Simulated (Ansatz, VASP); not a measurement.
**Two plane-wave programs on Cu**

The input INCAR:

```
PREC = Accurate
ENCUT = 520
EDIFF = 1E-6
ISMEAR = 0
SIGMA = 0.15
LREAL = F
LASPH = T
NELM = 100
ALGO = Fast
ISIF = 2
LWAVE = F
LCHARG = T
GGA = PS
LELF = T
LVHAR = T
NBANDS = 18
```

Contents of KPOINTS:

```
Automatic mesh
0
Gamma
  24 24 12
```

POSCAR

```
Cu
1.0
    2.5175428299      0.0000000000      0.0000000000
   -1.2587714149      2.1802560458      0.0000000000
    0.0000000000      0.0000000000      4.4555473003
Cu
2
Direct
    0.3333333333      0.6666666667      0.2500000000
    0.6666666667      0.3333333333      0.7500000000
```

Input for Ansatz:

```yaml
crystal:
  lattice:
    - [2.5175428299, 0.0, 0.0]
    - [-1.2587714149, 2.1802560458, 0.0]
    - [0.0, 0.0, 4.4555473003]
  atoms:
    - { symbol: Cu, position: [0.3333333333, 0.6666666667, 0.25] }
    - { symbol: Cu, position: [0.6666666667, 0.3333333333, 0.75] }
basis:
  ecutwfc: 520.0
kpoints:
  mp_grid: { grid: [24, 24, 12] }
hamiltonian:
  xc: pbesol
  pseudopotentials: { kind: paw }
scf:
  occupations: { method: gaussian, width: 0.15 }
output:
  forces: true
  stress: true
  eigenvalues: true
```

Alike in both runs: task single point; functional PBEsol; k mesh 24 × 24 × 12; occupations gaussian, width 0.15 eV; no spin polarisation.

|  | VASP | Ansatz |
| --- | --- | --- |
| version | VASP 6.6.1 | Ansatz 0.2.0 |
| potentials or method | VASP PAW PBE potentials, release 64 (Cu), cutoff 520 eV | scalar-relativistic, plane waves, PAW |
| valence electrons in the cell | 22 | 38 |

Ansatz gave:

```
gap on the k mesh at the Fermi level (eV)                     : none
pressure (GPa)                                                : -9.6
traceless stress, the component that is largest in VASP (GPa) : -7.34
```

Problem. What did VASP give for the same quantities?

Solution. gap on the k mesh at the Fermi level (eV): none; pressure (GPa): -9.1; traceless stress, the component that is largest in VASP (GPa): -7.40.

VASP's potentials were made for PBE, not for PBEsol. A gap of «none» marks a metal or a gap that the smearing closes. With one functional, cell and mesh, what is left measures potentials, basis and numerics. VASP's potentials hold 22 valence electrons a cell and Ansatz's 38, so a difference there can come from the potentials and not from the codes.
